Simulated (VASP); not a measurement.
A run of VASP 6.6.1:

File INCAR:

```
SYSTEM = CO
  PREC = Accurate
  ENCUT = 1000
  EDIFF = 1E-6
  ISMEAR = -1
  SIGMA = 0.02
  LREAL = Auto
  LASPH = .TRUE.
  NELM = 120
  ALGO = Normal
  ISIF = 2
  LWAVE = .FALSE.
  LCHARG = .FALSE.
  GGA = PE
  IVDW = 12
  NBANDS = 66
  GGA_COMPAT = .FALSE.
```

KPOINTS

```
regular mesh
0
G
  1 1 1
  0 0 0
```

File POSCAR:

```
CO
1.0
    9.1017270000      0.0000000000      0.0000000000
    0.0000000000      9.1017270000      0.0000000000
    0.0000000000      0.0000000000      9.1017270000
O C
10 10
Direct
    0.1396108673      0.0466065396      0.1160658851
    0.8507176715      0.3279157900      0.8963244009
    0.7285979902      0.6484813267      0.7346847472
    0.7492424240     -0.0286978504      0.5549276527
    0.6296826965      0.7919376180      0.0677673589
    0.2796941723      0.3823779817      0.9375253729
    0.0655479998      0.1671880512      0.5884377767
    0.1583985105      0.5720892310      0.5742756292
    0.7141831435      0.4191072749      0.2732118861
    0.2889671378      0.9359652295      0.5127927920
    0.0777105268      0.0918397135      0.2140582771
    0.8456087510      0.2044666908      0.9016750338
    0.6913632984      0.5562021361      0.6581168607
    0.7734685956     -0.0048012866      0.4358293761
    0.6703562961      0.8905452778      0.0040212149
    0.3726765261      0.4070765911      0.8604740617
    0.0268300730      0.2605988951      0.5145616870
    0.1902715825      0.5397107604      0.4603521947
    0.7699198185      0.5271197433      0.2918127516
    0.4126799233      0.9249453428      0.5198903461
```

Potentials or basis: VASP PAW PBE potentials, release 64 (O_h, C_h).

Command:

```bash
$ cat potpaw_PBE.64/O_h/POTCAR potpaw_PBE.64/C_h/POTCAR > POTCAR
$ mpirun -np 1 vasp_gam > vasp.out
```

Hardware: 1 thread of Intel(R) Xeon(R) 6975P-C (Granite Rapids), on a shared host.

Question: Estimate the wall time of this run.

Answer: It took 2.9 min on 1 thread of Intel(R) Xeon(R) 6975P-C (Granite Rapids), on a shared host, peak memory 1.4 GiB. Counts: scf iterations 17, k points 1.
